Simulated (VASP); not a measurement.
# Si7C (P-43m) in VASP: electric field gradients with PBE

Aim: the electric field gradients of Si7C with PBE.

Everything below comes from runs of VASP 6.6.1. Logs are shortened: lines on timing, memory, paths and dates and some standing lists are left out, and cuts for length are marked.

### 1 The cell of the first run

It takes space group P-43m (No. 215, cubic). Conventional cell: a = 5.195 Å, b = 5.195 Å, c = 5.195 Å, α = 90.00°, β = 90.00°, γ = 90.00°. Within 2.7 Å of Si (site symmetry 3m) lie 1 C at 2.02 Å and 3 Si at 2.34 Å. Within 3.1 Å of Si (site symmetry -42m) lie 4 Si at 2.34 Å. C (site symmetry -43m) has 4 Si at 2.02 Å within 2.7 Å.

### 2 Electric field gradients, PBE

Contents of INCAR:

```
SYSTEM = Si7C
PREC = Accurate
ENCUT = 520
EDIFF = 1E-8
ISMEAR = -1
SIGMA = 0.15
LREAL = .FALSE.
LASPH = .TRUE.
NELM = 60
ALGO = Normal
ISIF = 2
LWAVE = .FALSE.
LCHARG = .FALSE.
GGA = PE
LEFG = .TRUE.
NBANDS = 26
```

Contents of KPOINTS:

```
Automatic mesh
0
G
  8 8 8
  0 0 0
```

Contents of POSCAR:

```
Si7C
1.0
    5.1949596077      0.0000000000      0.0000000000
    0.0000000000      5.1949596077      0.0000000000
    0.0000000000      0.0000000000      5.1949596077
Si C
7 1
Direct
    0.2243217188      0.2243217188      0.2243217188
    0.0000000000      0.5000000000      0.5000000000
    0.5000000000      0.5000000000      0.0000000000
    0.5000000000      0.0000000000      0.5000000000
    0.7756782812      0.2243217188      0.7756782812
    0.7756782812      0.7756782812      0.2243217188
    0.2243217188      0.7756782812      0.7756782812
    0.0000000000      0.0000000000      0.0000000000
```

Potentials or basis: VASP PAW PBE potentials, release 64 (Si, C).

The run is started by

```console
$ cat potpaw_PBE.64/Si/POTCAR potpaw_PBE.64/C/POTCAR > POTCAR
$ mpirun -np 1 vasp_std > vasp.out
```

OUTCAR:

```text
SYSTEM = Si7C
   PREC = Accurate
   ENCUT = 520
   EDIFF = 1E-8
   ISMEAR = -1
   LREAL = .FALSE.
   LASPH = .TRUE.
   NELM = 60
   ISIF = 2
   GGA = PE

 ion  position               nearest neighbor table
   1  0.224  0.224  0.224-   8 2.02   3 2.34   4 2.34   2 2.34
   2  0.000  0.500  0.500-   1 2.34   5 2.34   6 2.34   7 2.34
   3  0.500  0.500  0.000-   1 2.34   5 2.34   6 2.34   7 2.34
   4  0.500  0.000  0.500-   1 2.34   5 2.34   6 2.34   7 2.34
   5  0.776  0.224  0.776-   8 2.02   3 2.34   4 2.34   2 2.34
   6  0.776  0.776  0.224-   8 2.02   3 2.34   4 2.34   2 2.34
   7  0.224  0.776  0.776-   8 2.02   3 2.34   4 2.34   2 2.34
   8  0.000  0.000  0.000-   1 2.02   5 2.02   6 2.02   7 2.02

  LATTYP: Found a simple cubic cell.
 ALAT       =     5.1949596077

  Lattice vectors:

 A1 = (   5.1949596077,   0.0000000000,   0.0000000000)
 A2 = (   0.0000000000,   5.1949596077,   0.0000000000)
 A3 = (   0.0000000000,   0.0000000000,   5.1949596077)

Analysis of symmetry for initial positions (statically):
=====================================================================
 Subroutine PRICEL returns:
 Original cell was already a primitive cell.

 Routine SETGRP: Setting up the symmetry group for a
 simple cubic supercell.

 Subroutine GETGRP returns: Found 24 space group operations
 (whereof 24 operations were pure point group operations)
 out of a pool of 48 trial point group operations.

The static configuration has the point symmetry T_d .

Analysis of symmetry for dynamics (positions and initial velocities):
=====================================================================
 Subroutine PRICEL returns:
 Original cell was already a primitive cell.

 Routine SETGRP: Setting up the symmetry group for a
 simple cubic supercell.

 Subroutine GETGRP returns: Found 24 space group operations
 (whereof 24 operations were pure point group operations)
 out of a pool of 48 trial point group operations.

The dynamic configuration has the point symmetry T_d .

 Subroutine INISYM returns: Found 24 space group operations
 (whereof 24 operations are pure point group operations),
 and found     1 'primitive' translations

----------------------------------------------------------------------------------------

                                     Primitive cell

  volume of cell :     140.1995

  direct lattice vectors                    reciprocal lattice vectors
     5.194959608  0.000000000  0.000000000     0.192494278  0.000000000  0.000000000
     0.000000000  5.194959608  0.000000000     0.000000000  0.192494278  0.000000000
     0.000000000  0.000000000  5.194959608     0.000000000  0.000000000  0.192494278

  length of vectors
     5.194959608  5.194959608  5.194959608     0.192494278  0.192494278  0.192494278

  position of ions in fractional coordinates (direct lattice)
     0.224321719  0.224321719  0.224321719
     0.000000000  0.500000000  0.500000000
     0.500000000  0.500000000  0.000000000
     0.500000000  0.000000000  0.500000000
     0.775678281  0.224321719  0.775678281
     0.775678281  0.775678281  0.224321719
     0.224321719  0.775678281  0.775678281
     0.000000000  0.000000000  0.000000000

  ion indices of the primitive-cell ions
   primitive index   ion index
                 1           1
                 2           2
                 3           3
                 4           4
                 5           5
                 6           6
                 7           7
                 8           8

----------------------------------------------------------------------------------------

 KPOINTS: Automatic mesh

Automatic generation of k-mesh.
 Grid dimensions read from file:
 generate k-points for:    8    8    8

 Generating k-lattice:

  Cartesian coordinates                     Fractional coordinates (reciprocal lattice)
     0.024061785  0.000000000  0.000000000     0.125000000  0.000000000  0.000000000
     0.000000000  0.024061785  0.000000000     0.000000000  0.125000000  0.000000000
     0.000000000  0.000000000  0.024061785     0.000000000  0.000000000  0.125000000

  Length of vectors
     0.024061785  0.024061785  0.024061785

  Shift w.r.t. Gamma in fractional coordinates (k-lattice)
     0.000000000  0.000000000  0.000000000

 Subroutine IBZKPT returns following result:
 ===========================================

 Found     35 irreducible k-points:

 Following reciprocal coordinates:
            Coordinates               Weight
  0.000000  0.000000  0.000000      1.000000
  0.125000  0.000000  0.000000      6.000000
  0.250000  0.000000  0.000000      6.000000
  0.375000  0.000000  0.000000      6.000000
  0.500000  0.000000  0.000000      3.000000
  0.125000  0.125000  0.000000     12.000000
[... 16 lines left out ...]
  0.375000  0.375000  0.125000     24.000000
  0.500000  0.375000  0.125000     24.000000
 [... further k-points ...]
   k-points           NKPTS =     35   k-points in BZ     NKDIM =     35   number of bands    NBANDS=     26
   number of dos      NEDOS =    301   number of ions     NIONS =      8
   total plane-waves  NPLWV =  64000
   dimension x,y,z NGX =    40 NGY =   40 NGZ =   40
   dimension x,y,z NGXF=    80 NGYF=   80 NGZF=   80
   ions per type =               7   1
   NGX,Y,Z   is equivalent  to a cutoff of  12.80, 12.80, 12.80 a.u.
   NGXF,Y,Z  is equivalent  to a cutoff of  25.60, 25.60, 25.60 a.u.
 SYSTEM =  Si7C
   PREC   = accura    normal or accurate (medium, high low for compatibility)
   ISTART =      0    job   : 0-new  1-cont  2-samecut
   ICHARG =      2    charge: 1-file 2-atom 10-const
   ISPIN  =      1    spin polarized calculation?
   LNONCOLLINEAR =      F non collinear calculations
   LSORBIT =      F    spin-orbit coupling
   LASPH  =      T    aspherical Exc in radial PAW
   ENCUT  =  520.0 eV  38.22 Ry    6.18 a.u.   9.66  9.66  9.66*2*pi/ulx,y,z
   NELM   =     60;   NELMIN=  2; NELMDL= -5     # of ELM steps
   EDIFF  = 0.1E-07   stopping-criterion for ELM
   LREAL  =      F    real-space projection
   EDIFFG = 0.1E-06   stopping-criterion for IOM
   NSW    =      0    number of steps for IOM
   IBRION =     -1    ionic relax: 0-MD 1-quasi-New 2-CG
   NFREE  =      0    steps in history (QN), initial steepest desc. (CG)
   ISIF   =      2    stress and relaxation
   ISYM   =      2    0-nonsym 1-usesym 2-fastsym
   POTIM  = 0.5000    time-step for ionic-motion
   TEBEG  =    0.0;   TEEND  =   0.0 temperature during run
   PSTRESS=    0.0 pullay stress
   NELECT =      32.0000    total number of electrons
   NUPDOWN=      -1.0000    fix difference up-down
   EMIN   =  10.00;   EMAX   =-10.00  energy-range for DOS
   EFERMI =   0.00;   METHOD = LEGACY
   ISMEAR =    -1;   SIGMA  =   0.15  broadening in eV -4-tet -1-fermi 0-gaus
   EFERMI_NEDOS =   21; number of points for ismear=-14 and -15
   IALGO  =     38    algorithm
   IMIX   =      4    mixing-type and parameters
     AMIX     =   0.40;   BMIX     =  1.00
     AMIX_MAG =   1.60;   BMIX_MAG =  1.00
  volume/ion in A,a.u.               =      17.52       118.26
  Fermi-wavevector in a.u.,A,eV,Ry     =   1.000482  1.890637 13.618947  1.000964
  Thomas-Fermi vector in A             =   2.132841
   LORBIT       =      0    0 simple, 1 ext, 2 COOP (PROOUT), +10 PAW based schemes
   GGA     = PE    functional components
   LHFCALC =     F    Hartree Fock is set to
   AEXX    =    0.0000 exact exchange contribution
   IVDW    =     0    specifies the selected vdW correction
   LEPSILON=     F    determine dielectric tensor
   LRPA    =     F    only Hartree local field effects (RPA)
 non-spin polarized calculation
  energy-cutoff  :      520.00
  volume of cell :      140.20
 maximum number of plane-waves:      3840
 NGX is ok and might be reduce to    40
   NGX = 19   NGY = 19   NGZ = 19

 number of electron      31.9999995 magnetization

 Free energy of the ion-electron system (eV)
  ---------------------------------------------------
  ext. energy  EPLUGINS =         0.00000000
  ---------------------------------------------------
  free energy    TOTEN  =       -45.71445498 eV

  energy without entropy =      -45.65733549  energy(sigma->0) =      -45.68589523

 E-fermi :   6.6183     XC(G=0):  -9.7834

 val. band max:        6.6175694422   @ k =   0.0000   0.0000   0.0000
 cond. band min:       6.6300887605   @ k =   0.0000   0.0000   0.0000
 fundamental gap:      0.0125193183
 Fermi energy:         6.6183316371

 k-point     1 :       0.0000    0.0000    0.0000
  band No.  band energies     occupation
      1      -6.9452      2.00000
      2      -3.6646      2.00000
      3      -1.6092      2.00000
      4      -1.6092      2.00000
      5      -1.6092      2.00000
      6      -1.2734      2.00000
[... 18 lines left out ...]
     25       9.4357      0.00000
     26      10.7235      0.00000

 k-point     2 :       0.1250    0.0000    0.0000
  band No.  band energies     occupation
      1      -6.8946      2.00000
      2      -3.7755      2.00000
      3      -2.1578      2.00000
      4      -1.5785      2.00000
      5      -1.5785      2.00000
      6      -1.2364      2.00000
[... 630 lines left out ...]
 k-point    24 :       0.5000    0.3750    0.1250
  band No.  band energies     occupation
      1      -6.2386      2.00000
      2      -4.0048      2.00000
      3      -3.5640      2.00000
      4      -2.9936      2.00000
      5      -0.6320      2.00000
      6      -0.0537      2.00000
[... 18 lines left out ...]
     25      11.3754      0.00000
     26      11.8336      0.00000

 [... further k-points ...]

------------------------ aborting loop because EDIFF is reached ----------------------------------------

  FORCE on cell =-STRESS in cart. coord.  units (eV):
  Direction    XX          YY          ZZ          XY          YZ          ZX
  --------------------------------------------------------------------------------------
  -------------------------------------------------------------------------------------
  Total       -0.0608045     -0.0608045     -0.0608045     -0.0000000     -0.0000000      0.0000000
  in kB       -0.6948634     -0.6948634     -0.6948634     -0.0000000     -0.0000000      0.0000000
  external PRESSURE =      -0.6948634 kB  Pullay stress =       0.0000000 kB

 VOLUME and BASIS-vectors are now :
 -----------------------------------------------------------------------------
  energy-cutoff  :      520.00
  volume of cell :      140.20
      direct lattice vectors                 reciprocal lattice vectors
     5.194959608  0.000000000  0.000000000     0.192494278  0.000000000  0.000000000
     0.000000000  5.194959608  0.000000000     0.000000000  0.192494278  0.000000000
     0.000000000  0.000000000  5.194959608     0.000000000  0.000000000  0.192494278

 POSITION                                       TOTAL-FORCE (eV/Angst)
 -----------------------------------------------------------------------------------
      1.16534      1.16534      1.16534         0.006878      0.006878      0.006878
      0.00000      2.59748      2.59748        -0.000000      0.000000      0.000000
      2.59748      2.59748      0.00000        -0.000000     -0.000000      0.000000
      2.59748      0.00000      2.59748        -0.000000     -0.000000      0.000000
      4.02962      1.16534      4.02962        -0.006878      0.006878     -0.006878
      4.02962      4.02962      1.16534        -0.006878     -0.006878      0.006878
      1.16534      4.02962      4.02962         0.006878     -0.006878     -0.006878
      0.00000      0.00000      0.00000        -0.000000      0.000000      0.000000
 -----------------------------------------------------------------------------------
    total drift:                                0.000000      0.000000      0.000000

  FREE ENERGIE OF THE ION-ELECTRON SYSTEM (eV)
  ---------------------------------------------------
  free  energy   TOTEN  =       -45.7144549750 eV

  energy  without entropy=      -45.6573354910  energy(sigma->0) =      -45.68589523

 Electric field gradients (V/A^2)
---------------------------------------------------------------------
 ion       V_xx      V_yy      V_zz      V_xy      V_xz      V_yz
---------------------------------------------------------------------
   1      -0.000    -0.000     0.000    10.072    10.072    10.072
   2       6.066    -3.033    -3.033     0.000    -0.000    -0.000
   3      -3.033    -3.033     6.066     0.000    -0.000    -0.000
   4      -3.033     6.066    -3.033     0.000     0.000    -0.000
   5      -0.000    -0.000     0.000   -10.072    10.072   -10.072
   6      -0.000    -0.000     0.000    10.072   -10.072   -10.072
   7      -0.000    -0.000     0.000   -10.072   -10.072    10.072
   8      -0.000    -0.000     0.000     0.000    -0.000     0.000
---------------------------------------------------------------------

 Electric field gradients after diagonalization (V/A^2)
 (convention: |V_zz| > |V_xx| > |V_yy|)
----------------------------------------------------------------------
 ion       V_xx      V_yy      V_zz     asymmetry (V_yy - V_xx)/ V_zz
----------------------------------------------------------------------
   1     -10.072   -10.072    20.144       0.000
   2      -3.033    -3.033     6.066       0.000
   3      -3.033    -3.033     6.066       0.000
   4      -3.033    -3.033     6.066       0.000
   5     -10.072   -10.072    20.144       0.000
   6     -10.072   -10.072    20.144       0.000
   7     -10.072   -10.072    20.144       0.000
   8      -0.000    -0.000     0.000       0.195
----------------------------------------------------------------------

           NMR quadrupolar parameters

 Cq : quadrupolar parameter    Cq=e*Q*V_zz/h
 eta: asymmetry parameters     (V_yy - V_xx)/ V_zz
 Q  : nuclear electric quadrupole moment in mb (millibarn)
----------------------------------------------------------------------
 ion       Cq(MHz)       eta       Q (mb)
----------------------------------------------------------------------
   1       0.049       0.000       1.000
   2       0.015       0.000       1.000
   3       0.015       0.000       1.000
   4       0.015       0.000       1.000
   5       0.049       0.000       1.000
   6       0.049       0.000       1.000
   7       0.049       0.000       1.000
   8       0.000       0.195       1.000
----------------------------------------------------------------------
```

Wall time 57 s (1 thread of Intel Xeon Platinum 8559C (Emerald Rapids), shared host); peak memory 0.28 GiB.

What came out:

| Item | Value |
| --- | --- |
| Free energy | -45.7145 eV |
| Pressure | -0.1 GPa |
| Largest force | 0.012 eV/Å |
| Band gap on the k mesh | zero (bands 16 and 17 overlap by 0.41 eV) |
| Largest electric field gradient by atom | Si +20.1, +6.1 (each value once); C -0.0 V/Å² |

Forces in eV/Å, atoms in the order of the input:
```
Si   0.007  0.007  0.007
Si   0.000  0.000  0.000
Si   0.000  0.000  0.000
Si   0.000  0.000  0.000
Si  -0.007  0.007 -0.007
Si  -0.007 -0.007  0.007
Si   0.007 -0.007 -0.007
C    0.000  0.000  0.000
```

Electric field gradients, principal values (V/Å²):
| atom | least | middle | greatest (by size) |
| --- | --- | --- | --- |
| 1 Si | -10.072 | -10.072 | 20.144 |
| 2 Si | -3.033 | -3.033 | 6.066 |
| 3 Si | -3.033 | -3.033 | 6.066 |
| 4 Si | -3.033 | -3.033 | 6.066 |
| 5 Si | -10.072 | -10.072 | 20.144 |
| 6 Si | -10.072 | -10.072 | 20.144 |
| 7 Si | -10.072 | -10.072 | 20.144 |
| 8 C | 0.000 | 0.000 | 0.000 |

Caveat: semilocal functionals underestimate gaps, so a narrow gap can read as zero; without QUAD_EFG the Cq values of the log hold for a quadrupole moment of 1 mb, not for the nuclei.
